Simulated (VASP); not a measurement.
Runs of VASP 6.6.1 on SnS3. The structure is that of space group Fm-3m (No. 225), or close to it. The cells are those of the table. 

```csv
task,cell,cutoff (eV),gap on the mesh (eV),pressure (GPa)
single point,"a = 4.712 Å, angles 60.0°, 4 atoms",520,none,(a)
relaxation of cell and atoms,"relaxed from a = 4.728 Å, angles 60.0°, 4 atoms",600,none,0.0
single point,"a = 4.728 Å, angles 60.0°, 4 atoms",520,none,-0.1
single point,"a = 4.743 Å, angles 60.0°, 4 atoms",520,none,-0.8
```

Alike in all rows: level PBE; potentials or basis VASP PAW PBE potentials, release 64 (Sn_d, S); no spin polarisation; k mesh 6 × 6 × 6; smearing fermi-dirac 0.02 eV.

Q: Estimate the missing entries.

A: (a) 0.6.

Caveats: spin-orbit coupling is left out, which moves the levels of the heavy elements; the relaxation stopped at its first step, so nothing moved (some runs).

A k mesh can miss the band edges, and the runs leave out spin-orbit coupling on Sn.

A gap of «none» marks levels without a gap at the run's occupations.
